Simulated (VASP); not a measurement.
# Rh (I4/mmm) in VASP: a series of runs

The runs below take Rh through single point, with LDA.

Everything below comes from runs of VASP 6.6.1. Logs are shortened: lines on timing, memory, paths and dates and some standing lists are left out, and cuts for length are marked.

**1. The cell of the first run**

It takes space group I4/mmm (No. 139, tetragonal). The conventional cell has a = 2.844 Å, b = 2.844 Å, c = 3.446 Å, α = 90.00°, β = 90.00°, γ = 90.00°. Within 3.5 Å of Rh (site symmetry 4/mmm) lie 14 Rh at 2.65 to 3.45 Å.

**2. Single point, LDA (13.93 Å³/atom)**

INCAR reads:

```
SYSTEM = Rh
ALGO     = Fast           ! electronic algorithm
EDIFF    = 1E-7           ! SCF threshold, eV
ENCUT    = 520            ! plane-wave cutoff, eV
ISIF     = 2              ! what is computed and relaxed
ISMEAR   = 0              ! smearing method
LASPH    = .True.         ! aspherical terms in the spheres
LCHARG   = .False.        ! write CHGCAR
LREAL    = .False.        ! projectors in reciprocal space
LWAVE    = .False.        ! write WAVECAR
NBANDS   = 14             ! bands
NELM     = 80             ! most SCF steps
PREC     = Accurate       ! precision mode
SIGMA    = 0.15           ! smearing width, eV
```

KPOINTS reads:

```
k-points
0
Gamma
  22 22 22
  0 0 0
```

POSCAR reads:

```
Rh
1.0
    0.0000000000      2.0107177377      1.7229840294
    2.0107177377      0.0000000000      1.7229840294
    2.0107177377      2.0107177377      0.0000000000
Rh
1
Direct
    0.0000000000      0.0000000000      0.0000000000
```

Potentials or basis: VASP PAW LDA potentials, release 64 (Rh_pv).

On the command line:

```bash
$ cat potpaw_LDA.64/Rh_pv/POTCAR > POTCAR
$ mpirun -np 1 vasp_std > vasp.out
```

OUTCAR:

```text
SYSTEM = Rh
   EDIFF = 1E-7
   ENCUT = 520
   ISIF = 2
   ISMEAR = 0
   LASPH = .True.
   LREAL = .False.
   NELM = 80
   PREC = Accurate

 ion  position               nearest neighbor table
   1  0.000  0.000  0.000-

  LATTYP: Found a body centered tetragonal cell.
 ALAT       =     2.8435842948
 C/A-ratio  =     1.2118396016

  Lattice vectors:

 A1 = (   0.0000000000,  -2.0107177377,  -1.7229840294)
 A2 = (   0.0000000000,   2.0107177377,  -1.7229840294)
 A3 = (   2.0107177377,   0.0000000000,   1.7229840294)

Analysis of symmetry for initial positions (statically):
=====================================================================
 Subroutine PRICEL returns:
 Original cell was already a primitive cell.

 Routine SETGRP: Setting up the symmetry group for a
 body centered tetragonal supercell.

 Subroutine GETGRP returns: Found 16 space group operations
 (whereof 16 operations were pure point group operations)
 out of a pool of 16 trial point group operations.

The static configuration has the point symmetry D_4h.

Analysis of symmetry for dynamics (positions and initial velocities):
=====================================================================
 Subroutine PRICEL returns:
 Original cell was already a primitive cell.

 Routine SETGRP: Setting up the symmetry group for a
 body centered tetragonal supercell.

 Subroutine GETGRP returns: Found 16 space group operations
 (whereof 16 operations were pure point group operations)
 out of a pool of 16 trial point group operations.

The dynamic configuration has the point symmetry D_4h.

 Subroutine INISYM returns: Found 16 space group operations
 (whereof 16 operations are pure point group operations),
 and found     1 'primitive' translations

----------------------------------------------------------------------------------------

                                     Primitive cell

  volume of cell :      13.9320

  direct lattice vectors                    reciprocal lattice vectors
     0.000000000  2.010717738  1.722984029    -0.248667424  0.248667424  0.290194216
     2.010717738  0.000000000  1.722984029     0.248667424 -0.248667424  0.290194216
     2.010717738  2.010717738  0.000000000     0.248667424  0.248667424 -0.290194216

  length of vectors
     2.647953887  2.647953887  2.843584295     0.455942604  0.455942604  0.455942604

  position of ions in fractional coordinates (direct lattice)
     0.000000000  0.000000000  0.000000000

  ion indices of the primitive-cell ions
   primitive index   ion index
                 1           1

----------------------------------------------------------------------------------------

 KPOINTS: k-points

Automatic generation of k-mesh.
 Grid dimensions read from file:
 generate k-points for:   22   22   22

 Generating k-lattice:

  Cartesian coordinates                     Fractional coordinates (reciprocal lattice)
    -0.011303065  0.011303065  0.013190646     0.045454545  0.000000000  0.000000000
     0.011303065 -0.011303065  0.013190646     0.000000000  0.045454545  0.000000000
     0.011303065  0.011303065 -0.013190646    -0.000000000 -0.000000000  0.045454545

  Length of vectors
     0.020724664  0.020724664  0.020724664

  Shift w.r.t. Gamma in fractional coordinates (k-lattice)
     0.000000000  0.000000000  0.000000000

 Subroutine IBZKPT returns following result:
 ===========================================

 Found    834 irreducible k-points:

 Following reciprocal coordinates:
            Coordinates               Weight
  0.000000  0.000000  0.000000      1.000000
  0.045455  0.000000  0.000000      8.000000
  0.090909  0.000000  0.000000      8.000000
  0.136364  0.000000  0.000000      8.000000
  0.181818  0.000000  0.000000      8.000000
  0.227273 -0.000000  0.000000      8.000000
[... 16 lines left out ...]
  0.500000  0.045455  0.000000      8.000000
 -0.454545  0.045455  0.000000      8.000000
 [... further k-points ...]
   k-points           NKPTS =    834   k-points in BZ     NKDIM =    834   number of bands    NBANDS=     14
   number of dos      NEDOS =    301   number of ions     NIONS =      1
   total plane-waves  NPLWV =   9600
   dimension x,y,z NGX =    20 NGY =   20 NGZ =   24
   dimension x,y,z NGXF=    40 NGYF=   40 NGZF=   48
   ions per type =               1
   NGX,Y,Z   is equivalent  to a cutoff of  12.56, 12.56, 14.03 a.u.
   NGXF,Y,Z  is equivalent  to a cutoff of  25.11, 25.11, 28.06 a.u.
 SYSTEM =  Rh
   PREC   = accura    normal or accurate (medium, high low for compatibility)
   ISTART =      0    job   : 0-new  1-cont  2-samecut
   ICHARG =      2    charge: 1-file 2-atom 10-const
   ISPIN  =      1    spin polarized calculation?
   LNONCOLLINEAR =      F non collinear calculations
   LSORBIT =      F    spin-orbit coupling
   LASPH  =      T    aspherical Exc in radial PAW
   ENCUT  =  520.0 eV  38.22 Ry    6.18 a.u.   4.92  4.92  5.29*2*pi/ulx,y,z
   NELM   =     80;   NELMIN=  2; NELMDL= -5     # of ELM steps
   EDIFF  = 0.1E-06   stopping-criterion for ELM
   LREAL  =      F    real-space projection
   EDIFFG = 0.1E-05   stopping-criterion for IOM
   NSW    =      0    number of steps for IOM
   IBRION =     -1    ionic relax: 0-MD 1-quasi-New 2-CG
   NFREE  =      0    steps in history (QN), initial steepest desc. (CG)
   ISIF   =      2    stress and relaxation
   ISYM   =      2    0-nonsym 1-usesym 2-fastsym
   POTIM  = 0.5000    time-step for ionic-motion
   TEBEG  =    0.0;   TEEND  =   0.0 temperature during run
   PSTRESS=    0.0 pullay stress
   NELECT =      15.0000    total number of electrons
   NUPDOWN=      -1.0000    fix difference up-down
   EMIN   =  10.00;   EMAX   =-10.00  energy-range for DOS
   EFERMI =   0.00;   METHOD = LEGACY
   ISMEAR =     0;   SIGMA  =   0.15  broadening in eV -4-tet -1-fermi 0-gaus
   EFERMI_NEDOS =   21; number of points for ismear=-14 and -15
   IALGO  =     68    algorithm
   IMIX   =      4    mixing-type and parameters
     AMIX     =   0.40;   BMIX     =  1.00
     AMIX_MAG =   1.60;   BMIX_MAG =  1.00
  volume/ion in A,a.u.               =      13.93        94.02
  Fermi-wavevector in a.u.,A,eV,Ry     =   1.677905  3.170781 38.305380  2.815366
  Thomas-Fermi vector in A             =   2.762089
   LORBIT       =      0    0 simple, 1 ext, 2 COOP (PROOUT), +10 PAW based schemes
   GGA     = CA    functional components
   LHFCALC =     F    Hartree Fock is set to
   AEXX    =    0.0000 exact exchange contribution
   IVDW    =     0    specifies the selected vdW correction
   LEPSILON=     F    determine dielectric tensor
   LRPA    =     F    only Hartree local field effects (RPA)
 non-spin polarized calculation
 RMM-DIIS sequential band-by-band and
 Gauss-broadening in eV      SIGMA  =   0.15
  energy-cutoff  :      520.00
  volume of cell :       13.93
 maximum number of plane-waves:       410
   NGX =  9   NGY =  9   NGZ = 11

 number of electron      15.0000004 magnetization

 Free energy of the ion-electron system (eV)
  ---------------------------------------------------
  ext. energy  EPLUGINS =         0.00000000
  ---------------------------------------------------
  free energy    TOTEN  =        -8.52190691 eV

  energy without entropy =       -8.50376797  energy(sigma->0) =       -8.51283744

 E-fermi :  11.4154     XC(G=0): -14.2626

 val. band max:       11.4147402832   @ k =   0.4545   0.1364   0.0909
 cond. band min:      11.4158966305   @ k =   0.3182   0.0455   0.2273
 fundamental gap:      0.0011563473
 Fermi energy:        11.4153942029

 k-point     1 :       0.0000    0.0000    0.0000
  band No.  band energies     occupation
      1     -34.6561      2.00000
      2     -34.6561      2.00000
      3     -34.5738      2.00000
      4       3.5356      2.00000
      5       8.0988      2.00000
      6       8.0988      2.00000
      7       9.4945      2.00000
      8       9.5193      2.00000
      9      11.1987      1.95899
     10      27.8558      0.00000
     11      31.2640      0.00000
     12      31.2640      0.00000
     13      31.9398      0.00000
     14      36.4015      0.00000

 k-point     2 :       0.0455    0.0000    0.0000
  band No.  band energies     occupation
      1     -34.6655      2.00000
      2     -34.6597      2.00000
      3     -34.5802      2.00000
      4       3.6194      2.00000
      5       8.0986      2.00000
      6       8.1286      2.00000
      7       9.4937      2.00000
      8       9.5084      2.00000
      9      11.1712      1.97869
     10      27.9665      0.00000
     11      31.1546      0.00000
     12      31.3832      0.00000
     13      31.9398      0.00000
     14      35.9060      0.00000

 k-point     3 :       0.0909    0.0000    0.0000
  band No.  band energies     occupation
      1     -34.6988      2.00000
      2     -34.6703      2.00000
      3     -34.5928      2.00000
      4       3.8637      2.00000
      5       8.0927      2.00000
      6       8.2001      2.00000
      7       9.4881      2.00000
      8       9.5104      2.00000
      9      11.0973      1.99729
     10      28.2676      0.00000
     11      30.7344      0.00000
     12      31.7340      0.00000
     13      31.9397      0.00000
     14      35.3415      0.00000
[... 324 lines left out ...]
 k-point    23 :       0.5000    0.0455    0.0000
  band No.  band energies     occupation
      1     -35.3445      2.00000
      2     -34.8367      2.00000
      3     -34.6429      2.00000
      4       5.4675      2.00000
      5       7.6215      2.00000
      6       9.2829      2.00000
      7      10.9695      1.99997
      8      12.4921      0.00000
      9      12.9126      0.00000
     10      20.0814      0.00000
     11      26.7357      0.00000
     12      31.0280      0.00000
     13      31.9404      0.00000
     14      34.2702      0.00000

 k-point    24 :      -0.4545    0.0455    0.0000
  band No.  band energies     occupation
      1     -35.3352      2.00000
      2     -34.8324      2.00000
      3     -34.6448      2.00000
      4       5.4832      2.00000
      5       7.6315      2.00000
      6       9.2521      2.00000
      7      11.0267      1.99975
      8      12.3689      0.00000
      9      12.7146      0.00000
     10      20.3415      0.00000
     11      26.7935      0.00000
     12      31.3071      0.00000
     13      31.9404      0.00000
     14      34.1272      0.00000

 [... further k-points ...]

------------------------ aborting loop because EDIFF is reached ----------------------------------------

  FORCE on cell =-STRESS in cart. coord.  units (eV):
  Direction    XX          YY          ZZ          XY          YZ          ZX
  --------------------------------------------------------------------------------------
  -------------------------------------------------------------------------------------
  Total       -1.7168269     -1.7168269      0.6395100      0.0000000      0.0000000      0.0000000
  in kB     -197.4347653   -197.4347653     73.5435259      0.0000000      0.0000000      0.0000000
  external PRESSURE =    -107.1086682 kB  Pullay stress =       0.0000000 kB

 VOLUME and BASIS-vectors are now :
 -----------------------------------------------------------------------------
  energy-cutoff  :      520.00
  volume of cell :       13.93
      direct lattice vectors                 reciprocal lattice vectors
     0.000000000  2.010717738  1.722984029    -0.248667424  0.248667424  0.290194216
     2.010717738  0.000000000  1.722984029     0.248667424 -0.248667424  0.290194216
     2.010717738  2.010717738  0.000000000     0.248667424  0.248667424 -0.290194216

 POSITION                                       TOTAL-FORCE (eV/Angst)
 -----------------------------------------------------------------------------------
      0.00000      0.00000      0.00000         0.000000     -0.000000     -0.000000
 -----------------------------------------------------------------------------------
    total drift:                                0.000000     -0.000000      0.000000

  FREE ENERGIE OF THE ION-ELECTRON SYSTEM (eV)
  ---------------------------------------------------
  free  energy   TOTEN  =        -8.5219069081 eV

  energy  without entropy=       -8.5037679739  energy(sigma->0) =       -8.51283744
```

Wall time 3.4 min (1 thread of Intel Xeon 8259CL, shared host); peak memory 0.26 GiB.

Results:

| Property | Result |
| --- | --- |
| Free energy | -8.5219 eV |
| Pressure | -10.7 GPa |
| Band gap on the k mesh | zero (an odd number of electrons rules out a gap without spin polarisation) |

Caveat: the stress differs along the axes, from -20 to 7 GPa.

**3. Single point, LDA (13.93 Å³/atom)**

INCAR reads:

```
SYSTEM = Rh
PREC = Accurate
ENCUT = 520
EDIFF = 1E-7
ISMEAR = 0
SIGMA = 0.15
LREAL = .False.
LASPH = .True.
NELM = 60
ALGO = Fast
ISIF = 2
LWAVE = .False.
LCHARG = .False.
NBANDS = 14
```

KPOINTS reads:

```
regular mesh
0
Gamma
  22 22 22
  0 0 0
```

POSCAR reads:

```
Rh
1.0
    0.0000000000      2.2287682826      1.4023410034
    2.2287682826      0.0000000000      1.4023410034
    2.2287682826      2.2287682826      0.0000000000
Rh
1
Direct
    0.0000000000      0.0000000000      0.0000000000
```

Potentials or basis: VASP PAW LDA potentials, release 64 (Rh_pv).

On the command line:

```bash
$ cat potpaw_LDA.64/Rh_pv/POTCAR > POTCAR
$ mpirun -np 1 vasp_std > vasp.out
```

It took 4.9 min on 1 thread of Intel Xeon 8259CL, shared host; peak memory 0.25 GiB.

It converged, with:

```
Free energy            : -8.3813 eV
Pressure               : -7.4 GPa
Band gap on the k mesh : zero (an odd number of electrons rules out a gap without spin polarisation)
```

Stress tensor (GPa, compression positive):
```
 -1.31   0.00   0.00
  0.00  -1.31   0.00
  0.00   0.00 -19.59
```

Levels at points of the mesh, in eV from the Fermi level:
| k point | band 4 | band 5 | band 6 | band 7 | band 8 | band 9 | band 10 | band 11 |
| --- | --- | --- | --- | --- | --- | --- | --- | --- |
| (0.00, 0.00, 0.00) | -7.76 | -3.57 | -2.52 | -2.52 | -1.40 | 0.16 | 17.68 | 17.68 |
| (0.50, 0.00, 0.00) | -5.93 | -4.81 | -0.55 | 0.49 | 1.57 | 1.65 | 9.86 | 14.25 |
| (0.50, 0.50, 0.00) | -5.93 | -5.88 | 0.98 | 0.98 | 1.36 | 8.21 | 8.21 | 12.00 |
| (0.50, 0.00, 0.50) | -5.89 | -3.65 | -1.51 | -0.39 | 0.74 | 1.43 | 8.52 | 15.46 |

Caveat: the stress differs along the axes, from -20 to -1 GPa.

(Part 1 of 2 ends here.)
